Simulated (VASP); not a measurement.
# TiC (Fm-3m) in VASP: a series of runs

Runs on TiC. Level: PBEsol. Tasks: single point.

All numbers are computed with VASP 6.6.1; they aren't measurements. Logs are shortened: lines on timing, memory, paths and dates and some standing lists are left out, and cuts for length are marked.

## Step 1: The cell of the first run

The structure is cubic, space group Fm-3m (No. 225). Conventional cell: a = 4.170 Å, b = 4.170 Å, c = 4.170 Å, α = 90.00°, β = 90.00°, γ = 90.00°. Within 2.8 Å of Ti (site symmetry m-3m) lie 6 C at 2.08 Å. Within 2.8 Å of C (site symmetry m-3m) lie 6 Ti at 2.08 Å.

## Step 2: Single point, PBEsol

The input, INCAR:

```
PREC = Accurate
ENCUT = 520
EDIFF = 1E-6
ISMEAR = 1
SIGMA = 0.1
LREAL = False
LASPH = True
NELM = 80
ALGO = Normal
ISIF = 2
LWAVE = False
LCHARG = False
GGA = PS
NBANDS = 15
```

The input, KPOINTS:

```
regular mesh
0
Gamma
  11 11 11
```

The input, POSCAR:

```
TiC
1.0
    0.0000000000      2.0847812282      2.0847812282
    2.0847812282      0.0000000000      2.0847812282
    2.0847812282      2.0847812282      0.0000000000
Ti C
1 1
Direct
    0.0000000000      0.0000000000      0.0000000000
    0.5000000000      0.5000000000      0.5000000000
```

Potentials or basis: VASP PAW PBE potentials, release 64 (Ti_sv, C).

Command:

```console
> cat potpaw_PBE.64/Ti_sv/POTCAR potpaw_PBE.64/C/POTCAR > POTCAR
> mpirun -np 1 vasp_std > vasp.out
```

OUTCAR:

```text
PREC = Accurate
   ENCUT = 520
   EDIFF = 1E-6
   ISMEAR = 1
   LREAL = False
   LASPH = True
   NELM = 80
   ISIF = 2
   GGA = PS

 ion  position               nearest neighbor table
   1  0.000  0.000  0.000-   2 2.08   2 2.08   2 2.08   2 2.08   2 2.08   2 2.08
   2  0.500  0.500  0.500-   1 2.08   1 2.08   1 2.08   1 2.08   1 2.08   1 2.08

  LATTYP: Found a face centered cubic cell.
 ALAT       =     4.1695624564

  Lattice vectors:

 A1 = (   0.0000000000,   2.0847812282,   2.0847812282)
 A2 = (   2.0847812282,   0.0000000000,   2.0847812282)
 A3 = (   2.0847812282,   2.0847812282,   0.0000000000)

Analysis of symmetry for initial positions (statically):
=====================================================================
 Subroutine PRICEL returns:
 Original cell was already a primitive cell.

 Routine SETGRP: Setting up the symmetry group for a
 face centered cubic supercell.

 Subroutine GETGRP returns: Found 48 space group operations
 (whereof 48 operations were pure point group operations)
 out of a pool of 48 trial point group operations.

The static configuration has the point symmetry O_h .

Analysis of symmetry for dynamics (positions and initial velocities):
=====================================================================
 Subroutine PRICEL returns:
 Original cell was already a primitive cell.

 Routine SETGRP: Setting up the symmetry group for a
 face centered cubic supercell.

 Subroutine GETGRP returns: Found 48 space group operations
 (whereof 48 operations were pure point group operations)
 out of a pool of 48 trial point group operations.

The dynamic configuration has the point symmetry O_h .

 Subroutine INISYM returns: Found 48 space group operations
 (whereof 48 operations are pure point group operations),
 and found     1 'primitive' translations

----------------------------------------------------------------------------------------

                                     Primitive cell

  volume of cell :      18.1222

  direct lattice vectors                    reciprocal lattice vectors
     0.000000000  2.084781228  2.084781228    -0.239833318  0.239833318  0.239833318
     2.084781228  0.000000000  2.084781228     0.239833318 -0.239833318  0.239833318
     2.084781228  2.084781228  0.000000000     0.239833318  0.239833318 -0.239833318

  length of vectors
     2.948325888  2.948325888  2.948325888     0.415403493  0.415403493  0.415403493

  position of ions in fractional coordinates (direct lattice)
     0.000000000  0.000000000  0.000000000
     0.500000000  0.500000000  0.500000000

  ion indices of the primitive-cell ions
   primitive index   ion index
                 1           1
                 2           2

----------------------------------------------------------------------------------------

 KPOINTS: regular mesh

Automatic generation of k-mesh.
 Grid dimensions read from file:
 generate k-points for:   11   11   11

 Generating k-lattice:

  Cartesian coordinates                     Fractional coordinates (reciprocal lattice)
    -0.021803029  0.021803029  0.021803029     0.090909091  0.000000000  0.000000000
     0.021803029 -0.021803029  0.021803029     0.000000000  0.090909091  0.000000000
     0.021803029  0.021803029 -0.021803029     0.000000000  0.000000000  0.090909091

  Length of vectors
     0.037763954  0.037763954  0.037763954

  Shift w.r.t. Gamma in fractional coordinates (k-lattice)
     0.000000000  0.000000000  0.000000000

 Subroutine IBZKPT returns following result:
 ===========================================

 Found     56 irreducible k-points:

 Following reciprocal coordinates:
            Coordinates               Weight
  0.000000  0.000000  0.000000      1.000000
  0.090909  0.000000  0.000000      8.000000
  0.181818  0.000000  0.000000      8.000000
  0.272727  0.000000  0.000000      8.000000
  0.363636  0.000000  0.000000      8.000000
  0.454545  0.000000  0.000000      8.000000
[... 16 lines left out ...]
 -0.272727  0.181818  0.000000     24.000000
 -0.181818  0.181818  0.000000     12.000000
 [... further k-points ...]
   k-points           NKPTS =     56   k-points in BZ     NKDIM =     56   number of bands    NBANDS=     15
   number of dos      NEDOS =    301   number of ions     NIONS =      2
   total plane-waves  NPLWV =  13824
   dimension x,y,z NGX =    24 NGY =   24 NGZ =   24
   dimension x,y,z NGXF=    48 NGYF=   48 NGZF=   48
   ions per type =               1   1
   NGX,Y,Z   is equivalent  to a cutoff of  13.53, 13.53, 13.53 a.u.
   NGXF,Y,Z  is equivalent  to a cutoff of  27.07, 27.07, 27.07 a.u.
 SYSTEM =  unknown system
   PREC   = accura    normal or accurate (medium, high low for compatibility)
   ISTART =      0    job   : 0-new  1-cont  2-samecut
   ICHARG =      2    charge: 1-file 2-atom 10-const
   ISPIN  =      1    spin polarized calculation?
   LNONCOLLINEAR =      F non collinear calculations
   LSORBIT =      F    spin-orbit coupling
   LASPH  =      T    aspherical Exc in radial PAW
   ENCUT  =  520.0 eV  38.22 Ry    6.18 a.u.   5.48  5.48  5.48*2*pi/ulx,y,z
   NELM   =     80;   NELMIN=  2; NELMDL= -5     # of ELM steps
   EDIFF  = 0.1E-05   stopping-criterion for ELM
   LREAL  =      F    real-space projection
   EDIFFG = 0.1E-04   stopping-criterion for IOM
   NSW    =      0    number of steps for IOM
   IBRION =     -1    ionic relax: 0-MD 1-quasi-New 2-CG
   NFREE  =      0    steps in history (QN), initial steepest desc. (CG)
   ISIF   =      2    stress and relaxation
   ISYM   =      2    0-nonsym 1-usesym 2-fastsym
   POTIM  = 0.5000    time-step for ionic-motion
   TEBEG  =    0.0;   TEEND  =   0.0 temperature during run
   PSTRESS=    0.0 pullay stress
   NELECT =      16.0000    total number of electrons
   NUPDOWN=      -1.0000    fix difference up-down
   EMIN   =  10.00;   EMAX   =-10.00  energy-range for DOS
   EFERMI =   0.00;   METHOD = LEGACY
   ISMEAR =     1;   SIGMA  =   0.10  broadening in eV -4-tet -1-fermi 0-gaus
   EFERMI_NEDOS =   21; number of points for ismear=-14 and -15
   IALGO  =     38    algorithm
   IMIX   =      4    mixing-type and parameters
     AMIX     =   0.40;   BMIX     =  1.00
     AMIX_MAG =   1.60;   BMIX_MAG =  1.00
  volume/ion in A,a.u.               =       9.06        61.15
  Fermi-wavevector in a.u.,A,eV,Ry     =   1.570523  2.967858 33.559354  2.466543
  Thomas-Fermi vector in A             =   2.672244
   LORBIT       =      0    0 simple, 1 ext, 2 COOP (PROOUT), +10 PAW based schemes
   GGA     = PS    functional components
   LHFCALC =     F    Hartree Fock is set to
   AEXX    =    0.0000 exact exchange contribution
   IVDW    =     0    specifies the selected vdW correction
   LEPSILON=     F    determine dielectric tensor
   LRPA    =     F    only Hartree local field effects (RPA)
 non-spin polarized calculation
 Methfessel and Paxton  Order N= 1 SIGMA  =   0.10
  energy-cutoff  :      520.00
  volume of cell :       18.12
 maximum number of plane-waves:       531
 NGX is ok and might be reduce to    24
   NGX = 11   NGY = 11   NGZ = 11

 number of electron      15.9999996 magnetization

 Free energy of the ion-electron system (eV)
  ---------------------------------------------------
  ext. energy  EPLUGINS =         0.00000000
  ---------------------------------------------------
  free energy    TOTEN  =       -19.66327424 eV

  energy without entropy =      -19.66292808  energy(sigma->0) =      -19.66315885

 E-fermi :  10.8064     XC(G=0): -13.4632

 val. band max:       10.7484952287   @ k =   0.4545   0.4545   0.0000
 cond. band min:      10.8359635352   @ k =   0.0909   0.0000   0.0000
 fundamental gap:      0.0874683065
 Fermi energy:        10.8064117135

 k-point     1 :       0.0000    0.0000    0.0000
  band No.  band energies     occupation
      1     -45.3081      2.00000
      2     -21.3566      2.00000
      3     -21.3566      2.00000
      4     -21.3566      2.00000
      5      -2.1878      2.00000
      6      11.3882     -0.00000
      7      11.3882     -0.00000
      8      11.3882     -0.00000
      9      12.5583     -0.00000
     10      12.5583     -0.00000
     11      12.5583     -0.00000
     12      12.6695     -0.00000
     13      12.6695     -0.00000
     14      22.9432      0.00000
     15      25.0815      0.00000

 k-point     2 :       0.0909    0.0000    0.0000
  band No.  band energies     occupation
      1     -45.2983      2.00000
      2     -21.4209      2.00000
      3     -21.3622      2.00000
      4     -21.3622      2.00000
      5      -1.9704      2.00000
      6      10.5042      2.00016
      7      10.8360      0.52322
      8      10.8360      0.52321
      9      11.7957     -0.00000
     10      11.7957     -0.00000
     11      13.0220      0.00000
     12      14.3080      0.00000
     13      14.3080      0.00000
     14      23.2393      0.00000
     15      25.2713      0.00000

 k-point     3 :       0.1818    0.0000    0.0000
  band No.  band energies     occupation
      1     -45.2720      2.00000
      2     -21.5904      2.00000
      3     -21.3772      2.00000
      4     -21.3772      2.00000
      5      -1.3507      2.00000
      6       8.9654      2.00000
      7       9.5684      2.00000
      8       9.5684      2.00000
      9      12.1947     -0.00000
     10      12.1947     -0.00000
     11      13.5499      0.00000
     12      16.0867      0.00000
     13      16.0867      0.00000
     14      23.5898      0.00000
     15      25.6393      0.00000
[... 343 lines left out ...]
 k-point    23 :      -0.2727    0.1818    0.0000
  band No.  band energies     occupation
      1     -45.1959      2.00000
      2     -21.9053      2.00000
      3     -21.5811      2.00000
      4     -21.4111      2.00000
      5       0.6494      2.00000
      6       6.0739      2.00000
      7       7.8365      2.00000
      8       7.9407      2.00000
      9      12.9671      0.00000
     10      14.1552      0.00000
     11      15.0496      0.00000
     12      16.6961      0.00000
     13      19.7918      0.00000
     14      22.7287      0.00000
     15      25.3626      0.00000

 k-point    24 :      -0.1818    0.1818    0.0000
  band No.  band energies     occupation
      1     -45.2256      2.00000
      2     -21.7806      2.00000
      3     -21.5213      2.00000
      4     -21.3839      2.00000
      5      -0.1996      2.00000
      6       7.1500      2.00000
      7       8.2410      2.00000
      8       8.5073      2.00000
      9      12.4025     -0.00000
     10      13.7773      0.00000
     11      14.7380      0.00000
     12      15.8260      0.00000
     13      19.0031      0.00000
     14      23.7530      0.00000
     15      25.1704      0.00000

 [... further k-points ...]

------------------------ aborting loop because EDIFF is reached ----------------------------------------

  FORCE on cell =-STRESS in cart. coord.  units (eV):
  Direction    XX          YY          ZZ          XY          YZ          ZX
  --------------------------------------------------------------------------------------
  -------------------------------------------------------------------------------------
  Total        3.1873209      3.1873209      3.1873209      0.0000000      0.0000000     -0.0000000
  in kB      281.7895738    281.7895738    281.7895738      0.0000000      0.0000000     -0.0000000
  external PRESSURE =     281.7895738 kB  Pullay stress =       0.0000000 kB

 VOLUME and BASIS-vectors are now :
 -----------------------------------------------------------------------------
  energy-cutoff  :      520.00
  volume of cell :       18.12
      direct lattice vectors                 reciprocal lattice vectors
     0.000000000  2.084781228  2.084781228    -0.239833318  0.239833318  0.239833318
     2.084781228  0.000000000  2.084781228     0.239833318 -0.239833318  0.239833318
     2.084781228  2.084781228  0.000000000     0.239833318  0.239833318 -0.239833318

 POSITION                                       TOTAL-FORCE (eV/Angst)
 -----------------------------------------------------------------------------------
      0.00000      0.00000      0.00000         0.000000      0.000000      0.000000
      2.08478      2.08478      2.08478        -0.000000      0.000000      0.000000
 -----------------------------------------------------------------------------------
    total drift:                                0.000000     -0.000000     -0.000000

  FREE ENERGIE OF THE ION-ELECTRON SYSTEM (eV)
  ---------------------------------------------------
  free  energy   TOTEN  =       -19.6632742431 eV

  energy  without entropy=      -19.6629280773  energy(sigma->0) =      -19.66315885
```

Run time: 14 s. Hardware: 1 thread of Intel Xeon 8259CL, shared host; peak memory 0.15 GiB.

Results:

```
Free energy            : -19.6633 eV
Pressure               : 28.2 GPa
Band gap on the k mesh : zero (band 8 reaches 11.39 eV, above the bottom of band 9 at 10.28 eV)
```

Caveat: the PAW data sets were made with another functional, which shifts forces and pressure a little.

(Continued in part 2 of 2.)
